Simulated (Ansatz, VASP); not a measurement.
# Ta in VASP and in Ansatz

```
CELL_PARAMETERS angstrom
-1.65128 1.65128 1.65128
1.65128 -1.65128 1.65128
1.65128 1.65128 -1.65128
ATOMIC_POSITIONS crystal
Ta 0.00000 0.00000 0.00000
```

Alike in both runs: task single point; functional r2SCAN; k mesh 11 × 11 × 11; occupations fermi-dirac, width 0.05 eV; no spin polarisation.

```csv
,VASP,Ansatz
version,VASP 6.6.1,Ansatz 0.2.0
potentials or method,"VASP PAW PBE potentials, release 64 (Ta_sv_GW)",Ansatz PAW
plane-wave cutoff (eV),550,500
valence electrons in the cell,13,13
```

|  | VASP | Ansatz | Ansatz less VASP |
| --- | --- | --- | --- |
| gap on the k mesh at the Fermi level (eV) | none | none | - |
| pressure (GPa) | -0.9 | 0.1 | +0.93 |

VASP's potentials were made for PBE, not for r2SCAN. A gap of «none» marks a metal or a gap that the smearing closes.

Spin-orbit coupling is off throughout.
